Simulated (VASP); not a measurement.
# CdS (F-43m) in VASP: further runs, part 2 of 2

VASP 6.6.1. Earlier steps stand in the parts before.

## 4. Relaxation of cell and atoms, PBEsol

Contents of INCAR:

```
  PREC = Accurate
  ENCUT = 500
  EDIFF = 1E-7
  ISMEAR = 0
  SIGMA = 0.02
  LREAL = False
  LASPH = True
  NELM = 120
  ALGO = Normal
  ISIF = 3
  LWAVE = False
  LCHARG = False
  GGA = PS
  IBRION = 2
  NSW = 100
  EDIFFG = -0.002
  GGA_COMPAT = False
  NELMIN = 4
```

Contents of KPOINTS:

```
Automatic mesh
0
Gamma
  8 8 8
```

Contents of POSCAR:

```
CdS
1.0
    0.0000000000      2.9200000000      2.9200000000
    2.9200000000      0.0000000000      2.9200000000
    2.9200000000      2.9200000000      0.0000000000
Cd S
1 1
Direct
    0.0000000000      0.0000000000      0.0000000000
    0.2500000000      0.2500000000      0.2500000000
```

Potentials or basis: VASP PAW PBE potentials, release 64 (Cd, S).

On the command line:

```bash
$ cat potpaw_PBE.64/Cd/POTCAR potpaw_PBE.64/S/POTCAR > POTCAR
$ mpirun -np 1 vasp_std > vasp.out
```

OUTCAR:

```text
PREC = Accurate
   ENCUT = 500
   EDIFF = 1E-7
   ISMEAR = 0
   LREAL = False
   LASPH = True
   NELM = 120
   ISIF = 3
   GGA = PS
   IBRION = 2
   NSW = 100
   EDIFFG = -0.002
   NELMIN = 4

 ion  position               nearest neighbor table
   1  0.000  0.000  0.000-   2 2.53   2 2.53   2 2.53   2 2.53
   2  0.250  0.250  0.250-   1 2.53   1 2.53   1 2.53   1 2.53

  LATTYP: Found a face centered cubic cell.
 ALAT       =     5.8400000000

  Lattice vectors:

 A1 = (   0.0000000000,   2.9200000000,   2.9200000000)
 A2 = (   2.9200000000,   0.0000000000,   2.9200000000)
 A3 = (   2.9200000000,   2.9200000000,   0.0000000000)

Analysis of symmetry for initial positions (statically):
=====================================================================
 Subroutine PRICEL returns:
 Original cell was already a primitive cell.

 Routine SETGRP: Setting up the symmetry group for a
 face centered cubic supercell.

 Subroutine GETGRP returns: Found 24 space group operations
 (whereof 24 operations were pure point group operations)
 out of a pool of 48 trial point group operations.

The static configuration has the point symmetry T_d .

Analysis of symmetry for dynamics (positions and initial velocities):
=====================================================================
 Subroutine PRICEL returns:
 Original cell was already a primitive cell.

 Routine SETGRP: Setting up the symmetry group for a
 face centered cubic supercell.

 Subroutine GETGRP returns: Found 24 space group operations
 (whereof 24 operations were pure point group operations)
 out of a pool of 48 trial point group operations.

The dynamic configuration has the point symmetry T_d .

 Subroutine INISYM returns: Found 24 space group operations
 (whereof 24 operations are pure point group operations),
 and found     1 'primitive' translations

----------------------------------------------------------------------------------------

[... 134 lines left out ...]

 Free energy of the ion-electron system (eV)
  ---------------------------------------------------
  ext. energy  EPLUGINS =         0.00000000
  ---------------------------------------------------
  free energy    TOTEN  =        -6.81347277 eV

  energy without entropy =       -6.81347277  energy(sigma->0) =       -6.81347277

------------------------ aborting loop because EDIFF is reached ----------------------------------------

  FORCE on cell =-STRESS in cart. coord.  units (eV):
  Direction    XX          YY          ZZ          XY          YZ          ZX
  --------------------------------------------------------------------------------------
  -------------------------------------------------------------------------------------
  Total       -0.0326874     -0.0326874     -0.0326874     -0.0000000     -0.0000000      0.0000000
  in kB       -1.0517487     -1.0517487     -1.0517487     -0.0000000     -0.0000000      0.0000000
  external PRESSURE =      -1.0517487 kB  Pullay stress =       0.0000000 kB
[... 59 lines left out ...]
--------------------------------------- Ionic step        3  -------------------------------------------

 number of electron      18.0000002 magnetization

 Free energy of the ion-electron system (eV)
  ---------------------------------------------------
  ext. energy  EPLUGINS =         0.00000000
  ---------------------------------------------------
  free energy    TOTEN  =        -6.81350055 eV

  energy without entropy =       -6.81350055  energy(sigma->0) =       -6.81350055

 E-fermi :   1.2783     XC(G=0):  -9.3692

 val. band max:        1.1954895857   @ k =   0.0000   0.0000   0.0000
 cond. band min:       2.1996927729   @ k =   0.0000   0.0000   0.0000
 fundamental gap:      1.0042031872
 Fermi energy:         1.2783418024

 k-point     1 :       0.0000    0.0000    0.0000
  band No.  band energies     occupation
      1     -11.1774      2.00000
      2      -6.5263      2.00000
      3      -6.5263      2.00000
      4      -6.5263      2.00000
      5      -6.0407      2.00000
      6      -6.0407      2.00000
      7       1.1955      2.00000
      8       1.1955      2.00000
      9       1.1955      2.00000
     10       2.1997      0.00000
     11       7.6406      0.00000
     12       7.6406      0.00000
     13       7.6406      0.00000
[... 354 lines left out ...]
  band No.  band energies     occupation
      1     -10.6743      2.00000
      2      -6.3620      2.00000
      3      -6.3226      2.00000
      4      -6.0684      2.00000
      5      -6.0142      2.00000
      6      -5.5460      2.00000
      7      -2.9796      2.00000
      8      -0.7757      2.00000
      9      -0.0438      2.00000
     10       5.4805      0.00000
     11       6.8845      0.00000
     12       8.3123      0.00000
     13       9.4548      0.00000

 [... further k-points ...]

------------------------ aborting loop because EDIFF is reached ----------------------------------------

  FORCE on cell =-STRESS in cart. coord.  units (eV):
  Direction    XX          YY          ZZ          XY          YZ          ZX
  --------------------------------------------------------------------------------------
  -------------------------------------------------------------------------------------
  Total        0.0003967      0.0003967      0.0003967     -0.0000000     -0.0000000     -0.0000000
  in kB        0.0127856      0.0127856      0.0127856     -0.0000000     -0.0000000     -0.0000000
  external PRESSURE =       0.0127856 kB  Pullay stress =       0.0000000 kB
[... 17 lines left out ...]
  FREE ENERGIE OF THE ION-ELECTRON SYSTEM (eV)
  ---------------------------------------------------
  free  energy   TOTEN  =        -6.8135005517 eV

  energy  without entropy=       -6.8135005517  energy(sigma->0) =       -6.81350055

 reached required accuracy - stopping structural energy minimisation
```

Wall time 75 s (1 thread of Intel Xeon 8259CL, shared host); peak memory 0.18 GiB.

Results:

```yaml
Free_energy: -6.8135 eV
Relaxed_volume: 24.86 Å³/atom
Relaxed_cell: a = 4.127 Å, b = 4.127 Å, c = 4.127 Å, α = 60.00°, β = 60.00°, γ = 60.00°
Space_group_after_relaxing_to_0.1_Å: F-43m (No. 216)
Energy_gained_by_relaxing: 0.0 meV/atom
Ionic_steps: 3
Pressure_after_relaxing: 0.0 GPa
Band_gap_on_the_k_mesh: 1.00 eV
```

Final structure:
```
Cd S
1.0
     0.00000    2.91836    2.91836
     2.91836    0.00000    2.91836
     2.91836    2.91836    0.00000
Cd S
1 1
Cartesian
  0.0000 0.0000 0.0000
  1.4592 1.4592 1.4592
```

Levels at points of the mesh, in eV from the valence-band top:
| k point | band 6 | band 7 | band 8 | band 9 | band 10 | band 11 | band 12 | band 13 |
| --- | --- | --- | --- | --- | --- | --- | --- | --- |
| (0.00, 0.00, 0.00) | -7.24 | 0.00 | 0.00 | 0.00 | 1.00 | 6.45 | 6.45 | 6.45 |
| (0.50, 0.00, 0.00) | -6.86 | -4.47 | -0.76 | -0.76 | 2.89 | 6.91 | 6.91 | 7.32 |
| (0.50, 0.50, 0.00) | -6.79 | -4.01 | -1.91 | -1.91 | 3.39 | 4.25 | 9.07 | 10.66 |

Caveat: the PAW data sets were made with another functional, which shifts forces and pressure a little.

## 5. Overview

```csv
task,cell,k mesh,smearing,gap on the mesh (eV),pressure (GPa)
single point,"a = 4.130 Å, angles 60.0°, 2 atoms",6 × 6 × 6,gaussian 0.1 eV,1.00,-0.1
single point,"a = 4.119 Å, angles 60.0°, 2 atoms",8 × 8 × 8,gaussian 0.02 eV,1.02,0.4
relaxation of cell and atoms,"relaxed from a = 4.130 Å, angles 60.0°, 2 atoms",8 × 8 × 8,gaussian 0.02 eV,1.00,0.0
```

Alike in all rows: level PBEsol; potentials or basis VASP PAW PBE potentials, release 64 (Cd, S); no spin polarisation; cutoff (eV) 500.

Caveats: the PAW data sets were made with another functional, which shifts forces and pressure a little.

Absolute energies hang on the potentials; compare differences alone.
